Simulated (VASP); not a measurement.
# CaS in VASP: a series of runs

Runs on CaS. Level: PBEsol. Tasks: single point.

All numbers are computed with VASP 6.6.1; they aren't measurements. Logs are shortened: lines on timing, memory, paths and dates and some standing lists are left out, and cuts for length are marked.

## 1. The cell of the first run

The structure is tetragonal, space group I4/mmm (No. 139). Conventional cell: a = 3.984 Å, b = 3.984 Å, c = 5.606 Å, α = 90.00°, β = 90.00°, γ = 90.00°. Ca (site symmetry 4/mmm) has 6 S at 2.80 to 2.82 Å within 3.7 Å. Within 3.7 Å of S (site symmetry 4/mmm) lie 6 Ca at 2.80 to 2.82 Å.

## 2. Single point, PBEsol (z stretched by -0.5 %, x and y held)

INCAR reads:

```
ALGO = Normal ; EDIFF = 1E-6
ENCUT = 500 ; GGA = PS
GGA_COMPAT = F ; ISIF = 2
ISMEAR = 0 ; LASPH = T
LCHARG = F ; LREAL = F
LWAVE = F ; NBANDS = 15
NELM = 120 ; PREC = Accurate
SIGMA = 0.01
```

KPOINTS reads:

```
k-points
0
Gamma
  8 8 8
```

POSCAR reads:

```
CaS
1.0
    0.0000000000      2.8171705784      2.8030847255
    2.8171705784      0.0000000000      2.8030847255
    2.8171705784      2.8171705784      0.0000000000
Ca S
1 1
Direct
    0.0000000000      0.0000000000      0.0000000000
    0.5000000000      0.5000000000      0.5000000000
```

Potentials or basis: VASP PAW PBE potentials, release 64 (Ca_sv, S).

The run is started by

```console
> cat potpaw_PBE.64/Ca_sv/POTCAR potpaw_PBE.64/S/POTCAR > POTCAR
> mpirun -np 1 vasp_std > vasp.out
```

OUTCAR:

```text
EDIFF = 1E-6
   ENCUT = 500
   GGA = PS
   ISIF = 2
   ISMEAR = 0
   LASPH = T
   LREAL = F
   NELM = 120
   PREC = Accurate

 ion  position               nearest neighbor table
   1  0.000  0.000  0.000-   2 2.80   2 2.80   2 2.82   2 2.82   2 2.82   2 2.82
   2  0.500  0.500  0.500-   1 2.80   1 2.80   1 2.82   1 2.82   1 2.82   1 2.82

  LATTYP: Found a body centered tetragonal cell.
 ALAT       =     3.9840808395
 C/A-ratio  =     1.4071424946

  Lattice vectors:

 A1 = (   0.0000000000,  -2.8171705784,  -2.8030847255)
 A2 = (   0.0000000000,   2.8171705784,  -2.8030847255)
 A3 = (   2.8171705784,   0.0000000000,   2.8030847255)

Analysis of symmetry for initial positions (statically):
=====================================================================
 Subroutine PRICEL returns:
 Original cell was already a primitive cell.

 Routine SETGRP: Setting up the symmetry group for a
 body centered tetragonal supercell.

 Subroutine GETGRP returns: Found 16 space group operations
 (whereof 16 operations were pure point group operations)
 out of a pool of 16 trial point group operations.

The static configuration has the point symmetry D_4h.

Analysis of symmetry for dynamics (positions and initial velocities):
=====================================================================
 Subroutine PRICEL returns:
 Original cell was already a primitive cell.

 Routine SETGRP: Setting up the symmetry group for a
 body centered tetragonal supercell.

 Subroutine GETGRP returns: Found 16 space group operations
 (whereof 16 operations were pure point group operations)
 out of a pool of 16 trial point group operations.

The dynamic configuration has the point symmetry D_4h.

 Subroutine INISYM returns: Found 16 space group operations
 (whereof 16 operations are pure point group operations),
 and found     1 'primitive' translations

----------------------------------------------------------------------------------------

                                     Primitive cell

  volume of cell :      44.4931

  direct lattice vectors                    reciprocal lattice vectors
     0.000000000  2.817170578  2.803084726    -0.177483041  0.177483041  0.178374915
     2.817170578  0.000000000  2.803084726     0.177483041 -0.177483041  0.178374915
     2.817170578  2.817170578  0.000000000     0.177483041  0.177483041 -0.178374915

  length of vectors
     3.974133119  3.974133119  3.984080839     0.307925429  0.307925429  0.307925429

  position of ions in fractional coordinates (direct lattice)
     0.000000000  0.000000000  0.000000000
     0.500000000  0.500000000  0.500000000

  ion indices of the primitive-cell ions
   primitive index   ion index
                 1           1
                 2           2

----------------------------------------------------------------------------------------

 KPOINTS: k-points

Automatic generation of k-mesh.
 Grid dimensions read from file:
 generate k-points for:    8    8    8

 Generating k-lattice:

  Cartesian coordinates                     Fractional coordinates (reciprocal lattice)
    -0.022185380  0.022185380  0.022296864     0.125000000  0.000000000  0.000000000
     0.022185380 -0.022185380  0.022296864     0.000000000  0.125000000  0.000000000
     0.022185380  0.022185380 -0.022296864     0.000000000  0.000000000  0.125000000

  Length of vectors
     0.038490679  0.038490679  0.038490679

  Shift w.r.t. Gamma in fractional coordinates (k-lattice)
     0.000000000  0.000000000  0.000000000

 Subroutine IBZKPT returns following result:
 ===========================================

 Found     59 irreducible k-points:

 Following reciprocal coordinates:
            Coordinates               Weight
  0.000000  0.000000  0.000000      1.000000
  0.125000  0.000000  0.000000      8.000000
  0.250000  0.000000  0.000000      8.000000
  0.375000  0.000000  0.000000      8.000000
  0.500000  0.000000  0.000000      4.000000
  0.125000  0.125000  0.000000      2.000000
[... 16 lines left out ...]
  0.250000  0.000000  0.125000     16.000000
  0.375000  0.000000  0.125000     16.000000
 [... further k-points ...]
   k-points           NKPTS =     59   k-points in BZ     NKDIM =     59   number of bands    NBANDS=     15
   number of dos      NEDOS =    301   number of ions     NIONS =      2
   total plane-waves  NPLWV =  27000
   dimension x,y,z NGX =    30 NGY =   30 NGZ =   30
   dimension x,y,z NGXF=    60 NGYF=   60 NGZF=   60
   ions per type =               1   1
   NGX,Y,Z   is equivalent  to a cutoff of  12.55, 12.55, 12.52 a.u.
   NGXF,Y,Z  is equivalent  to a cutoff of  25.10, 25.10, 25.04 a.u.
 SYSTEM =  unknown system
   PREC   = accura    normal or accurate (medium, high low for compatibility)
   ISTART =      0    job   : 0-new  1-cont  2-samecut
   ICHARG =      2    charge: 1-file 2-atom 10-const
   ISPIN  =      1    spin polarized calculation?
   LNONCOLLINEAR =      F non collinear calculations
   LSORBIT =      F    spin-orbit coupling
   LASPH  =      T    aspherical Exc in radial PAW
   ENCUT  =  500.0 eV  36.75 Ry    6.06 a.u.   7.25  7.25  7.26*2*pi/ulx,y,z
   NELM   =    120;   NELMIN=  2; NELMDL= -5     # of ELM steps
   EDIFF  = 0.1E-05   stopping-criterion for ELM
   LREAL  =      F    real-space projection
   EDIFFG = 0.1E-04   stopping-criterion for IOM
   NSW    =      0    number of steps for IOM
   IBRION =     -1    ionic relax: 0-MD 1-quasi-New 2-CG
   NFREE  =      0    steps in history (QN), initial steepest desc. (CG)
   ISIF   =      2    stress and relaxation
   ISYM   =      2    0-nonsym 1-usesym 2-fastsym
   POTIM  = 0.5000    time-step for ionic-motion
   TEBEG  =    0.0;   TEEND  =   0.0 temperature during run
   PSTRESS=    0.0 pullay stress
   NELECT =      16.0000    total number of electrons
   NUPDOWN=      -1.0000    fix difference up-down
   EMIN   =  10.00;   EMAX   =-10.00  energy-range for DOS
   EFERMI =   0.00;   METHOD = LEGACY
   ISMEAR =     0;   SIGMA  =   0.01  broadening in eV -4-tet -1-fermi 0-gaus
   EFERMI_NEDOS =   21; number of points for ismear=-14 and -15
   IALGO  =     38    algorithm
   IMIX   =      4    mixing-type and parameters
     AMIX     =   0.40;   BMIX     =  1.00
     AMIX_MAG =   1.60;   BMIX_MAG =  1.00
  volume/ion in A,a.u.               =      22.25       150.13
  Fermi-wavevector in a.u.,A,eV,Ry     =   1.164172  2.199967 18.439942  1.355298
  Thomas-Fermi vector in A             =   2.300714
   LORBIT       =      0    0 simple, 1 ext, 2 COOP (PROOUT), +10 PAW based schemes
   GGA     = PS    functional components
   LHFCALC =     F    Hartree Fock is set to
   AEXX    =    0.0000 exact exchange contribution
   IVDW    =     0    specifies the selected vdW correction
   LEPSILON=     F    determine dielectric tensor
   LRPA    =     F    only Hartree local field effects (RPA)
 non-spin polarized calculation
 Gauss-broadening in eV      SIGMA  =   0.01
  energy-cutoff  :      500.00
  volume of cell :       44.49
 maximum number of plane-waves:      1154
 NGX is ok and might be reduce to    30
   NGX = 15   NGY = 15   NGZ = 15

 number of electron      15.9999999 magnetization

 Free energy of the ion-electron system (eV)
  ---------------------------------------------------
  ext. energy  EPLUGINS =         0.00000000
  ---------------------------------------------------
  free energy    TOTEN  =       -10.91519550 eV

  energy without entropy =      -10.91519550  energy(sigma->0) =      -10.91519550

 E-fermi :   3.0679     XC(G=0):  -9.6684

 val. band max:        2.9222394249   @ k =   0.0000   0.0000   0.0000
 cond. band min:       5.0575191078   @ k =   0.5000   0.5000   0.0000
 fundamental gap:      2.1352796829
 Fermi energy:         3.0678529810

 k-point     1 :       0.0000    0.0000    0.0000
  band No.  band energies     occupation
      1     -35.9516      2.00000
      2     -17.0189      2.00000
      3     -17.0189      2.00000
      4     -17.0181      2.00000
      5      -8.5383      2.00000
      6       2.9167      2.00000
      7       2.9167      2.00000
      8       2.9222      2.00000
      9       6.9792      0.00000
     10       6.9792      0.00000
     11       7.0175      0.00000
     12       7.1177      0.00000
     13       7.6451      0.00000
     14       7.6669      0.00000
     15      13.6392      0.00000

 k-point     2 :       0.1250    0.0000    0.0000
  band No.  band energies     occupation
      1     -35.9495      2.00000
      2     -17.0500      2.00000
      3     -17.0213      2.00000
      4     -17.0206      2.00000
      5      -8.4172      2.00000
      6       2.2120      2.00000
      7       2.6674      2.00000
      8       2.6710      2.00000
      9       6.9978      0.00000
     10       7.2259      0.00000
     11       7.2479      0.00000
     12       7.9046      0.00000
     13       8.0846      0.00000
     14       8.1143      0.00000
     15      13.8992      0.00000

 k-point     3 :       0.2500    0.0000    0.0000
  band No.  band energies     occupation
      1     -35.9444      2.00000
      2     -17.1240      2.00000
      3     -17.0271      2.00000
      4     -17.0259      2.00000
      5      -8.1093      2.00000
      6       0.9764      2.00000
      7       2.1847      2.00000
      8       2.1876      2.00000
      9       7.1195      0.00000
     10       7.8489      0.00000
     11       7.8627      0.00000
     12       9.1714      0.00000
     13       9.1860      0.00000
     14       9.3080      0.00000
     15      13.4283      0.00000
[... 343 lines left out ...]
 k-point    23 :       0.2500    0.0000    0.1250
  band No.  band energies     occupation
      1     -35.9447      2.00000
      2     -17.1010      2.00000
      3     -17.0353      2.00000
      4     -17.0318      2.00000
      5      -8.1649      2.00000
      6       1.1408      2.00000
      7       2.2645      2.00000
      8       2.3804      2.00000
      9       6.5529      0.00000
     10       7.9267      0.00000
     11       8.0590      0.00000
     12       8.4817      0.00000
     13       8.5208      0.00000
     14      10.2192      0.00000
     15      13.7235      0.00000

 k-point    24 :       0.3750    0.0000    0.1250
  band No.  band energies     occupation
      1     -35.9396      2.00000
      2     -17.1681      2.00000
      3     -17.0410      2.00000
      4     -17.0399      2.00000
      5      -7.8629      2.00000
      6       0.3201      2.00000
      7       1.7554      2.00000
      8       1.9770      2.00000
      9       6.9667      0.00000
     10       8.6574      0.00000
     11       8.8161      0.00000
     12       9.4341      0.00000
     13       9.4856      0.00000
     14      10.8999      0.00000
     15      12.5886      0.00000

 [... further k-points ...]

------------------------ aborting loop because EDIFF is reached ----------------------------------------

  FORCE on cell =-STRESS in cart. coord.  units (eV):
  Direction    XX          YY          ZZ          XY          YZ          ZX
  --------------------------------------------------------------------------------------
  -------------------------------------------------------------------------------------
  Total        0.0743671      0.0743671      0.2429999      0.0000000     -0.0000000      0.0000000
  in kB        2.6779285      2.6779285      8.7503242      0.0000000     -0.0000000      0.0000000
  external PRESSURE =       4.7020604 kB  Pullay stress =       0.0000000 kB

 VOLUME and BASIS-vectors are now :
 -----------------------------------------------------------------------------
  energy-cutoff  :      500.00
  volume of cell :       44.49
      direct lattice vectors                 reciprocal lattice vectors
     0.000000000  2.817170578  2.803084726    -0.177483041  0.177483041  0.178374915
     2.817170578  0.000000000  2.803084726     0.177483041 -0.177483041  0.178374915
     2.817170578  2.817170578  0.000000000     0.177483041  0.177483041 -0.178374915

 POSITION                                       TOTAL-FORCE (eV/Angst)
 -----------------------------------------------------------------------------------
      0.00000      0.00000      0.00000         0.000000     -0.000000      0.000000
      2.81717      2.81717      2.80308        -0.000000      0.000000      0.000000
 -----------------------------------------------------------------------------------
    total drift:                               -0.000000      0.000000      0.000000

  FREE ENERGIE OF THE ION-ELECTRON SYSTEM (eV)
  ---------------------------------------------------
  free  energy   TOTEN  =       -10.9151954993 eV

  energy  without entropy=      -10.9151954993  energy(sigma->0) =      -10.91519550
```

Run time: 25 s. Hardware: 1 thread of AMD EPYC 7R13 (Zen 3), shared host; peak memory 0.16 GiB.

Results:

* Free energy: -10.9152 eV
* Pressure: 0.5 GPa
* Band gap on the k mesh: 2.14 eV (least direct gap 2.98 eV)

Caveat: the cell differs from its parent crystal (z stretched by -0.5 %, x and y held); the PAW data sets were made with another functional, which shifts forces and pressure a little. A k mesh can miss the band edges.

## 3. Single point, PBEsol (z stretched by +0.5 %, x and y held)

INCAR reads:

```
PREC     = Accurate       # precision mode
ENCUT    = 500            # plane-wave cutoff, eV
EDIFF    = 1E-6           # SCF threshold, eV
ISMEAR   = 0              # smearing method
SIGMA    = 0.01           # smearing width, eV
LREAL    = F              # projectors in reciprocal space
LASPH    = T              # aspherical terms in the spheres
NELM     = 120            # most SCF steps
ALGO     = Normal         # electronic algorithm
ISIF     = 2              # what is computed and relaxed
LWAVE    = F              # write WAVECAR
LCHARG   = T              # write CHGCAR
GGA      = PS             # functional
LELF     = T              # ELF
LVHAR    = T            
NBANDS   = 15             # bands
GGA_COMPAT= F
```

KPOINTS reads:

```
regular mesh
0
Gamma
  8 8 8
```

POSCAR reads:

```
CaS
1.0
    0.0000000000      2.8171705784      2.8312564313
    2.8171705784      0.0000000000      2.8312564313
    2.8171705784      2.8171705784      0.0000000000
Ca S
1 1
Direct
    0.0000000000      0.0000000000      0.0000000000
    0.5000000000      0.5000000000      0.5000000000
```

Potentials or basis: VASP PAW PBE potentials, release 64 (Ca_sv, S).

The run is started by

```console
> cat potpaw_PBE.64/Ca_sv/POTCAR potpaw_PBE.64/S/POTCAR > POTCAR
> mpirun -np 1 vasp_std > vasp.out
```

It took 26 s on 1 thread of AMD EPYC 7R13 (Zen 3), shared host; peak memory 0.16 GiB.

Results (log left out):

```yaml
Free_energy: -10.9158 eV
Pressure: -0.2 GPa
Band_gap_on_the_k_mesh: 2.16 eV (least direct gap 3.00 eV)
```

Stress tensor (GPa, compression positive):
```
 0.04  0.00  0.00
 0.00  0.04  0.00
 0.00  0.00 -0.53
```

Levels at points of the mesh, in eV from the valence-band top:
```csv
k point,band 4,band 5,band 6,band 7,band 8,band 9,band 10,band 11,band 12,band 13
"(0.00, 0.00, 0.00)",-19.97,-11.42,0.00,0.00,0.00,4.05,4.09,4.09,4.13,4.72
"(0.50, 0.00, 0.00)",-19.98,-10.53,-3.26,-1.24,-1.24,5.11,6.10,6.24,6.25,8.31
"(0.50, 0.50, 0.00)",-20.03,-10.76,-2.39,-0.83,-0.83,2.17,5.62,6.03,6.88,6.88
"(0.50, 0.00, 0.50)",-20.03,-10.75,-2.37,-0.85,-0.84,2.16,5.63,6.02,6.87,6.89
```

Caveat: the cell differs from its parent crystal (z stretched by +0.5 %, x and y held); the PAW data sets were made with another functional, which shifts forces and pressure a little.

## 4. Single point, PBEsol (equal xy, yz and zx engineering shears of -0.5 %)

INCAR reads:

```
ALGO = Normal
EDIFF = 1E-6
ENCUT = 500
GGA = PS
GGA_COMPAT = F
ISIF = 2
ISMEAR = 0
LASPH = T
LCHARG = F
LREAL = F
LWAVE = F
NBANDS = 15
NELM = 120
PREC = Accurate
SIGMA = 0.01
```

KPOINTS reads:

```
k-points
0
Gamma
  8 8 8
```

POSCAR reads:

```
CaS
1.0
   -0.0140858529      2.8101276520      2.8101276520
    2.8101276520     -0.0140858529      2.8101276520
    2.8101276520      2.8101276520     -0.0140858529
Ca S
1 1
Direct
    0.0000000000      0.0000000000      0.0000000000
    0.5000000000      0.5000000000      0.5000000000
```

The run is started by

```console
> cat potpaw_PBE.64/Ca_sv/POTCAR potpaw_PBE.64/S/POTCAR > POTCAR
> mpirun -np 1 vasp_std > vasp.out
```

It took 26 s on 1 thread of AMD EPYC 7R13 (Zen 3), shared host; peak memory 0.16 GiB.

Results (log left out):

| Quantity | Value |
| --- | --- |
| Free energy | -10.9157 eV |
| Pressure | 0.2 GPa |
| Band gap on the k mesh | 2.13 eV (least direct gap 2.98 eV) |

Stress tensor (GPa, compression positive):
```
0.15 0.17 0.17
0.17 0.15 0.17
0.17 0.17 0.15
```

Levels at points of the mesh, in eV from the valence-band top:
```tsv
k point	band 5	band 6	band 7	band 8	band 9	band 10	band 11	band 12
(0.00, 0.00, 0.00)	-11.47	-0.04	-0.04	0.00	4.03	4.03	4.07	4.16
(0.50, 0.00, 0.00)	-10.56	-3.30	-1.28	-1.24	5.10	6.08	6.21	6.26
(0.50, 0.50, 0.00)	-10.79	-2.42	-0.89	-0.85	2.13	5.61	6.02	6.87
(0.50, 0.50, 0.50)	-10.55	-3.29	-1.30	-1.30	5.07	6.11	6.25	6.25
```

Caveat: the cell differs from its parent crystal (equal xy, yz and zx engineering shears of -0.5 %); the PAW data sets were made with another functional, which shifts forces and pressure a little. A k mesh can miss the band edges.

## 5. Overview

| cell | gap on the mesh (eV) | pressure (GPa) |
| --- | --- | --- |
| a = 3.974, b = 3.974, c = 3.984 Å, angles 59.9, 59.9, 60.2°, 2 atoms | 2.14 | 0.5 |
| a = 3.994, b = 3.994, c = 3.984 Å, angles 60.1, 60.1, 59.8°, 2 atoms | 2.16 | -0.2 |
| a = 3.974 Å, angles 60.3°, 2 atoms | 2.13 | 0.2 |

Alike in all rows: task single point; level PBEsol; potentials or basis VASP PAW PBE potentials, release 64 (Ca_sv, S); no spin polarisation; k mesh 8 × 8 × 8; cutoff (eV) 500; smearing gaussian 0.01 eV.

Caveats: the PAW data sets were made with another functional, which shifts forces and pressure a little.

Absolute energies hang on the potentials; compare differences alone.
